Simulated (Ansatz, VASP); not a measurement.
## One calculation of Zr, two programs

Contents of POSCAR:

```
Zr
1.0
    3.2445832200      0.0000000000      0.0000000000
   -1.6222916100      2.8098914932      0.0000000000
    0.0000000000      0.0000000000      5.1573641137
Zr
2
Direct
    0.3333333333      0.6666666667      0.2500000000
    0.6666666667      0.3333333333      0.7500000000
```

The input INCAR.step1:

```
ALGO     = Normal         # electronic algorithm
EDIFF    = 1E-4           # SCF threshold, eV
ENCUT    = 520            # plane-wave cutoff, eV
GGA      = PE             # functional
ISMEAR   = -1             # smearing method
LASPH    = True           # aspherical terms in the spheres
LCHARG   = False          # write CHGCAR
LREAL    = False          # projectors in reciprocal space
LWAVE    = True           # write WAVECAR
NBANDS   = 19             # bands
NELM     = 80             # most SCF steps
PREC     = Accurate       # precision mode
SIGMA    = 0.1            # smearing width, eV
```

Contents of INCAR.step2:

```
ALGO     = Normal         # electronic algorithm
EDIFF    = 1E-6           # SCF threshold, eV
ENCUT    = 520            # plane-wave cutoff, eV
ISIF     = 2              # what is computed and relaxed
ISMEAR   = -1             # smearing method
ISTART   = 1            
LASPH    = True           # aspherical terms in the spheres
LCHARG   = True           # write CHGCAR
LELF     = True           # ELF
LMIXTAU  = True         
LREAL    = False          # projectors in reciprocal space
LVHAR    = True         
LWAVE    = False          # write WAVECAR
METAGGA  = R2SCAN         # meta-GGA
NBANDS   = 19             # bands
NELM     = 80             # most SCF steps
PREC     = Accurate       # precision mode
SIGMA    = 0.1            # smearing width, eV
```

Contents of KPOINTS:

```
k-points
0
Gamma
  12 12 7
```

Input for Ansatz:

```yaml
crystal:
  lattice:
    - [3.24458322, 0.0, 0.0]
    - [-1.62229161, 2.8098914932, 0.0]
    - [0.0, 0.0, 5.1573641137]
  atoms:
    - { symbol: Zr, position: [0.3333333333, 0.6666666667, 0.25] }
    - { symbol: Zr, position: [0.6666666667, 0.3333333333, 0.75] }
hamiltonian:
  xc: r2scan
  pseudopotentials:
    kind: paw
    azcp:
      Zr: "pseudopotentials/Zr.paw.azcp"
basis:
  ecutwfc: 500
  fft_grid_basis: typed
kpoints:
  mp_grid: { grid: [12, 12, 7], shift: [0, 0, 0] }
magnetization:
  spin_polarized: false
scf:
  occupations: { method: fermi_dirac, width: 0.1 }
  lower_state_search: "off"
output:
  stress: true
```

Alike in both runs: task single point; functional r2SCAN; k mesh 12 × 12 × 7; occupations fermi-dirac, width 0.1 eV; no spin polarisation.

|  | VASP | Ansatz |
| --- | --- | --- |
| version | VASP 6.6.1 | Ansatz 0.2.0 |
| potentials or method | VASP PAW PBE potentials, release 64 (Zr_sv), cutoff 520 eV | plane waves (500 eV) with PAW, scalar-relativistic |
| valence electrons in the cell | 24 | 24 |

```tsv
	VASP	Ansatz	Ansatz less VASP
pressure (GPa)	0.0	0.0	0.00
```

VASP's potentials were made for PBE, not for r2SCAN.
